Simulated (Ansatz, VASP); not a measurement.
# VSi2: VASP beside Ansatz

```
V Si
1.0
     4.65148    0.00000    0.00000
    -2.32574    4.02830    0.00000
     0.00000    0.00000    6.86682
V Si
3 6
Direct
  0.50000 0.00000 0.00000
  0.50000 0.50000 0.66667
  0.00000 0.50000 0.33333
  0.12394 0.24788 0.00000
  0.87606 0.12394 0.66667
  0.75212 0.87606 0.33333
  0.87606 0.75212 0.00000
  0.12394 0.87606 0.66667
  0.24788 0.12394 0.33333
```

Alike in both runs: task single point; functional PBE; k mesh 9 × 9 × 6; occupations gaussian, width 0.1 eV; no spin polarisation.

```csv
,VASP,Ansatz
version,VASP 6.6.1,Ansatz 0.2.0
potentials or method,"VASP PAW PBE potentials, release 64 (V_sv, Si), cutoff 520 eV","scalar-relativistic, plane waves, PAW"
valence electrons in the cell,63,63
```

|  | VASP | Ansatz | Ansatz less VASP |
| --- | --- | --- | --- |
| gap on the k mesh at the Fermi level (eV) | none | none | - |
| pressure (GPa) | 3.7 | 3.8 | +0.07 |
| traceless stress, the component that is largest in VASP (GPa) | -21.19 | -21.21 | -0.022 |
| rms of the force components (eV/Å) | 4.038 | 4.062 | +0.0245 |

Atom by atom the forces differ by 0.025 eV/Å (rms over components). A gap of «none» marks a metal or a gap that the smearing closes.
